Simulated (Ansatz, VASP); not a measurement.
## Ca: VASP beside Ansatz

```
Ca
1.0
     0.00000    2.79420    2.79420
     2.79420    0.00000    2.79420
     2.79420    2.79420    0.00000
Ca
1
Cartesian
  0.0000 0.0000 0.0000
```

Alike in both runs: task relaxation of cell and atoms; functional PBE; dispersion D4; k mesh 8 × 8 × 8; occupations fermi-dirac, width 0.05 eV; no spin polarisation.

```csv
,VASP,Ansatz
version,VASP 6.6.1,Ansatz 0.2.0
potentials or method,"VASP PAW PBE potentials, release 64 (Ca_sv)",Ansatz PAW
plane-wave cutoff (eV),600,420
valence electrons in the cell,10,10
```

```csv
,VASP,Ansatz,Ansatz less VASP
"gap on the k mesh at the Fermi level, each at its own relaxed structure (eV)",none,none,-
relaxed volume (Å³/atom),41.84,41.84,-0.002
relaxed length of the cell vector where the two differ most in proportion (Å),3.897,3.897,0.0000
```

A gap of «none» marks a metal or a gap that the smearing closes.

Noted on Ansatz's run: the plane-wave basis is chosen anew once the cell has moved, so the energies of steps on either side of that aren't comparable.
